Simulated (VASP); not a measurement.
# Ni (Fd-3m) in VASP: settings compared

The runs below take Ni through single point, with PBE, PBEsol.

Program: VASP 6.6.1. These are calculated values, not measurements. Logs are shortened: lines on timing, memory, paths and dates and some standing lists are left out, and cuts for length are marked.

## (1) The cell of the first run

The structure is cubic, space group Fd-3m (No. 227). The conventional cell has a = 3.976 Å, b = 3.976 Å, c = 3.976 Å, α = 90.00°, β = 90.00°, γ = 90.00°. Within 2.3 Å of Ni (site symmetry -43m) lie 4 Ni at 1.72 Å.

This isn't the form of Ni at room conditions, which is fcc.

## (2) Single point, PBE, collinear spin, ferromagnetic start

INCAR reads:

```
PREC     = Accurate       # precision mode
ENCUT    = 520            # plane-wave cutoff, eV
EDIFF    = 1E-6           # SCF threshold, eV
ISMEAR   = -1             # smearing method
SIGMA    = 0.08           # smearing width, eV
LREAL    = F              # projectors in reciprocal space
LASPH    = T              # aspherical terms in the spheres
NELM     = 150            # most SCF steps
ALGO     = Normal         # electronic algorithm
ISIF     = 2              # what is computed and relaxed
LWAVE    = F              # write WAVECAR
LCHARG   = F              # write CHGCAR
ISPIN    = 2              # spin polarisation
MAGMOM   = 1 1            # initial moments
LORBIT   = 11             # projections on sites
LMAXMIX  = 4              # l up to which the mixer works
GGA      = PE             # functional
NBANDS   = 21             # bands
```

KPOINTS reads:

```
Automatic mesh
0
Gamma
  14 14 14
```

POSCAR reads:

```
Ni
1.0
    0.0000000000      1.9880011070      1.9880011070
    1.9880011070      0.0000000000      1.9880011070
    1.9880011070      1.9880011070      0.0000000000
Ni
2
Direct
   -0.1250000000     -0.1250000000     -0.1250000000
    0.1250000000      0.1250000000      0.1250000000
```

Potentials or basis: VASP PAW PBE potentials, release 64 (Ni).

Started as:

```bash
$ cat potpaw_PBE.64/Ni/POTCAR > POTCAR
$ mpirun -np 1 vasp_std > vasp.out
```

OUTCAR:

```text
PREC = Accurate
   ENCUT = 520
   EDIFF = 1E-6
   ISMEAR = -1
   LREAL = F
   LASPH = T
   NELM = 150
   ISIF = 2
   ISPIN = 2
   LORBIT = 11
   GGA = PE

 ion  position               nearest neighbor table
   1  0.875  0.875  0.875-   2 1.72   2 1.72   2 1.72   2 1.72
   2  0.125  0.125  0.125-   1 1.72   1 1.72   1 1.72   1 1.72

  LATTYP: Found a face centered cubic cell.
 ALAT       =     3.9760022140

  Lattice vectors:

 A1 = (   0.0000000000,   1.9880011070,   1.9880011070)
 A2 = (   1.9880011070,   0.0000000000,   1.9880011070)
 A3 = (   1.9880011070,   1.9880011070,   0.0000000000)

Analysis of symmetry for initial positions (statically):
=====================================================================
 Subroutine PRICEL returns:
 Original cell was already a primitive cell.

 Routine SETGRP: Setting up the symmetry group for a
 face centered cubic supercell.

 Subroutine GETGRP returns: Found 48 space group operations
 (whereof 12 operations were pure point group operations)
 out of a pool of 48 trial point group operations.

The static configuration has the point symmetry D_3d.
 The point group associated with its full space group is O_h .

Analysis of symmetry for dynamics (positions and initial velocities):
=====================================================================
 Subroutine PRICEL returns:
 Original cell was already a primitive cell.

 Routine SETGRP: Setting up the symmetry group for a
 face centered cubic supercell.

 Subroutine GETGRP returns: Found 48 space group operations
 (whereof 12 operations were pure point group operations)
 out of a pool of 48 trial point group operations.

The dynamic configuration has the point symmetry D_3d.
 The point group associated with its full space group is O_h .

Analysis of structural, dynamic, and magnetic symmetry:
=====================================================================
 Subroutine PRICEL returns:
 Original cell was already a primitive cell.

 Routine SETGRP: Setting up the symmetry group for a
 face centered cubic supercell.

 Subroutine GETGRP returns: Found 48 space group operations
 (whereof 12 operations were pure point group operations)
 out of a pool of 48 trial point group operations.

The overall configuration has the point symmetry D_3d.
 The point group associated with its full space group is O_h .

 Subroutine INISYM returns: Found 48 space group operations
 (whereof 12 operations are pure point group operations),
 and found     1 'primitive' translations

----------------------------------------------------------------------------------------

                                     Primitive cell

  volume of cell :      15.7138

  direct lattice vectors                    reciprocal lattice vectors
     0.000000000  1.988001107  1.988001107    -0.251508914  0.251508914  0.251508914
     1.988001107  0.000000000  1.988001107     0.251508914 -0.251508914  0.251508914
     1.988001107  1.988001107  0.000000000     0.251508914  0.251508914 -0.251508914

  length of vectors
     2.811458128  2.811458128  2.811458128     0.435626218  0.435626218  0.435626218

  position of ions in fractional coordinates (direct lattice)
     0.875000000  0.875000000  0.875000000
     0.125000000  0.125000000  0.125000000

  ion indices of the primitive-cell ions
   primitive index   ion index
                 1           1
                 2           2

----------------------------------------------------------------------------------------

 KPOINTS: Automatic mesh

Automatic generation of k-mesh.
 Grid dimensions read from file:
 generate k-points for:   14   14   14

 Generating k-lattice:

  Cartesian coordinates                     Fractional coordinates (reciprocal lattice)
    -0.017964922  0.017964922  0.017964922     0.071428571  0.000000000  0.000000000
     0.017964922 -0.017964922  0.017964922     0.000000000  0.071428571  0.000000000
     0.017964922  0.017964922 -0.017964922     0.000000000  0.000000000  0.071428571

  Length of vectors
     0.031116158  0.031116158  0.031116158

  Shift w.r.t. Gamma in fractional coordinates (k-lattice)
     0.000000000  0.000000000  0.000000000

 Subroutine IBZKPT returns following result:
 ===========================================

 Found    104 irreducible k-points:

 Following reciprocal coordinates:
            Coordinates               Weight
  0.000000  0.000000  0.000000      1.000000
  0.071429  0.000000  0.000000      8.000000
  0.142857  0.000000  0.000000      8.000000
  0.214286  0.000000  0.000000      8.000000
  0.285714  0.000000  0.000000      8.000000
  0.357143  0.000000  0.000000      8.000000
[... 16 lines left out ...]
  0.214286  0.142857  0.000000     24.000000
  0.285714  0.142857  0.000000     24.000000
 [... further k-points ...]
   k-points           NKPTS =    104   k-points in BZ     NKDIM =    104   number of bands    NBANDS=     21
   number of dos      NEDOS =    301   number of ions     NIONS =      2
   total plane-waves  NPLWV =  13824
   dimension x,y,z NGX =    24 NGY =   24 NGZ =   24
   dimension x,y,z NGXF=    48 NGYF=   48 NGZF=   48
   ions per type =               2
   NGX,Y,Z   is equivalent  to a cutoff of  14.19, 14.19, 14.19 a.u.
   NGXF,Y,Z  is equivalent  to a cutoff of  28.38, 28.38, 28.38 a.u.
 SYSTEM =  unknown system
   PREC   = accura    normal or accurate (medium, high low for compatibility)
   ISTART =      0    job   : 0-new  1-cont  2-samecut
   ICHARG =      2    charge: 1-file 2-atom 10-const
   ISPIN  =      2    spin polarized calculation?
   LNONCOLLINEAR =      F non collinear calculations
   LSORBIT =      F    spin-orbit coupling
   LASPH  =      T    aspherical Exc in radial PAW
   ENCUT  =  520.0 eV  38.22 Ry    6.18 a.u.   5.23  5.23  5.23*2*pi/ulx,y,z
   NELM   =    150;   NELMIN=  2; NELMDL= -5     # of ELM steps
   EDIFF  = 0.1E-05   stopping-criterion for ELM
   LREAL  =      F    real-space projection
   EDIFFG = 0.1E-04   stopping-criterion for IOM
   NSW    =      0    number of steps for IOM
   IBRION =     -1    ionic relax: 0-MD 1-quasi-New 2-CG
   NFREE  =      0    steps in history (QN), initial steepest desc. (CG)
   ISIF   =      2    stress and relaxation
   ISYM   =      2    0-nonsym 1-usesym 2-fastsym
   POTIM  = 0.5000    time-step for ionic-motion
   TEBEG  =    0.0;   TEEND  =   0.0 temperature during run
   PSTRESS=    0.0 pullay stress
   NELECT =      20.0000    total number of electrons
   NUPDOWN=      -1.0000    fix difference up-down
   EMIN   =  10.00;   EMAX   =-10.00  energy-range for DOS
   EFERMI =   0.00;   METHOD = LEGACY
   ISMEAR =    -1;   SIGMA  =   0.08  broadening in eV -4-tet -1-fermi 0-gaus
   EFERMI_NEDOS =   21; number of points for ismear=-14 and -15
   IALGO  =     38    algorithm
   IMIX   =      4    mixing-type and parameters
     AMIX     =   0.40;   BMIX     =  1.00
     AMIX_MAG =   1.60;   BMIX_MAG =  1.00
  volume/ion in A,a.u.               =       7.86        53.02
  Fermi-wavevector in a.u.,A,eV,Ry     =   1.774155  3.352667 42.826048  3.147626
  Thomas-Fermi vector in A             =   2.840205
   LORBIT       =     11    0 simple, 1 ext, 2 COOP (PROOUT), +10 PAW based schemes
   GGA     = PE    functional components
   LHFCALC =     F    Hartree Fock is set to
   AEXX    =    0.0000 exact exchange contribution
   IVDW    =     0    specifies the selected vdW correction
   LEPSILON=     F    determine dielectric tensor
   LRPA    =     F    only Hartree local field effects (RPA)
 spin polarized calculation
  energy-cutoff  :      520.00
  volume of cell :       15.71
 maximum number of plane-waves:       444
 NGX is ok and might be reduce to    24
   NGX = 11   NGY = 11   NGZ = 11

 number of electron      20.0000001 magnetization       0.3800280

 Free energy of the ion-electron system (eV)
  ---------------------------------------------------
  ext. energy  EPLUGINS =         0.00000000
  ---------------------------------------------------
  free energy    TOTEN  =         1.27270077 eV

  energy without entropy =        1.34155769  energy(sigma->0) =        1.30712923

 E-fermi :  15.8093     XC(G=0): -14.9802

 val. band max:       15.8019163616   @ k =  -0.4286   0.3571   0.0000
 cond. band min:      15.8094451780   @ k =   0.2857   0.0714   0.0000
 fundamental gap:      0.0075288163
 Fermi energy:        15.8092976029

 spin component 1

 k-point     1 :       0.0000    0.0000    0.0000
  band No.  band energies     occupation
      1       4.2445      1.00000
      2       8.5254      1.00000
      3       8.5254      1.00000
      4       9.4998      1.00000
      5       9.4998      1.00000
      6       9.4998      1.00000
[... 13 lines left out ...]
     20      42.4926      0.00000
     21      42.4926      0.00000
[... 529 lines left out ...]
 k-point    24 :       0.2857    0.1429    0.0000
  band No.  band energies     occupation
      1       6.3422      1.00000
      2       7.5394      1.00000
      3       9.0306      1.00000
      4       9.6838      1.00000
      5       9.7015      1.00000
      6      10.7251      1.00000
[... 13 lines left out ...]
     20      45.1983      0.00000
     21      46.3982      0.00000

 [... further k-points ...]

 spin component 2

 k-point     1 :       0.0000    0.0000    0.0000
  band No.  band energies     occupation
      1       4.2582      1.00000
      2       8.6999      1.00000
      3       8.6999      1.00000
      4       9.6787      1.00000
      5       9.6787      1.00000
      6       9.6787      1.00000
[... 13 lines left out ...]
     20      42.5523      0.00000
     21      42.5523      0.00000
[... 529 lines left out ...]
 k-point    24 :       0.2857    0.1429    0.0000
  band No.  band energies     occupation
      1       6.3664      1.00000
      2       7.6985      1.00000
      3       9.2072      1.00000
      4       9.8720      1.00000
      5       9.8800      1.00000
      6      10.9102      1.00000
[... 13 lines left out ...]
     20      45.2569      0.00000
     21      46.4343      0.00000

 [... further k-points ...]
[... 5 lines left out ...]
  --------------------------------------------------------------------------------------
  -------------------------------------------------------------------------------------
  Total       33.8852027     33.8852027     33.8852027      0.0000000      0.0000000      0.0000000
  in kB     3454.9423791   3454.9423791   3454.9423791      0.0000000      0.0000000      0.0000000
  external PRESSURE =    3454.9423791 kB  Pullay stress =       0.0000000 kB

 VOLUME and BASIS-vectors are now :
 -----------------------------------------------------------------------------
  energy-cutoff  :      520.00
  volume of cell :       15.71
      direct lattice vectors                 reciprocal lattice vectors
     0.000000000  1.988001107  1.988001107    -0.251508914  0.251508914  0.251508914
     1.988001107  0.000000000  1.988001107     0.251508914 -0.251508914  0.251508914
     1.988001107  1.988001107  0.000000000     0.251508914  0.251508914 -0.251508914

 POSITION                                       TOTAL-FORCE (eV/Angst)
 -----------------------------------------------------------------------------------
      3.47900      3.47900      3.47900         0.000000     -0.000000     -0.000000
      0.49700      0.49700      0.49700        -0.000000      0.000000      0.000000
 -----------------------------------------------------------------------------------
    total drift:                                0.000000      0.000000      0.000000

  FREE ENERGIE OF THE ION-ELECTRON SYSTEM (eV)
  ---------------------------------------------------
  free  energy   TOTEN  =         1.2727007685 eV

  energy  without entropy=        1.3415576927  energy(sigma->0) =        1.30712923

 total charge

# of ion       s       p       d       tot
------------------------------------------
    1        0.845   0.989   9.033  10.866
    2        0.845   0.989   9.033  10.866
--------------------------------------------------
tot          1.690   1.978  18.065  21.733

 magnetization (x)

# of ion       s       p       d       tot
------------------------------------------
    1       -0.004  -0.002   0.185   0.179
    2       -0.004  -0.002   0.185   0.179
--------------------------------------------------
tot         -0.008  -0.004   0.369   0.357
```

Wall time 62 s (1 thread of AMD EPYC 9R45 (Zen 5), shared host); peak memory 0.15 GiB.

What came out:

* Free energy: 1.2727 eV
* Pressure: 345.5 GPa
* Net moment: 0.38 μB per cell
* Site moments: Ni +0.18 μB

Caveat: atoms lie so close that the PAW spheres overlap strongly, which falsifies energies and pressures; the cell stands under pressure.

(Part 1 of 3 ends here.)
